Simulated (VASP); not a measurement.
Na: single point with LDA

Na:

```
CELL_PARAMETERS angstrom
3.76700 0.00000 0.00000
-1.88350 3.26232 0.00000
0.00000 0.00000 6.65400
ATOMIC_POSITIONS crystal
Na 0.33333 0.66667 0.23121
Na 0.66667 0.33333 0.69364
```

```
Program             : VASP 6.6.1
Task                : single point
Functional          : LDA
Potentials or basis : VASP PAW LDA potentials, release 64 (Na_pv)
Cutoff              : 400 eV
k mesh              : 5 × 5 × 3
Occupations         : fermi-dirac, width 0.05 eV
Spin                : no spin polarisation
```

```yaml
Largest_force: 0.051 eV/Å
Band_gap_on_the_k_mesh: zero (bands 7 and 8 overlap by 2.67 eV)
```

Forces in eV/Å, atoms in the order of the input:
```
Na   0.000  0.000 -0.051
Na   0.000  0.000  0.051
```

Levels at points of the mesh, in eV from the Fermi level:
| k point | band 3 | band 4 | band 5 | band 6 | band 7 | band 8 | band 9 | band 10 | band 11 | band 12 |
| --- | --- | --- | --- | --- | --- | --- | --- | --- | --- | --- |
| (0.00, 0.00, 0.00) | -25.15 | -25.14 | -25.14 | -25.14 | -3.21 | 0.19 | 0.24 | 9.29 | 9.89 | 9.89 |

Run time: 10 s on 1 thread of AMD EPYC 7R43 64-Core Processor (Zen 3), on a shared host, peak memory 0.11 GiB.

Caveat: the k points lie up to 0.39 Å⁻¹ apart, too coarse for converged energies and pressures of a metal.
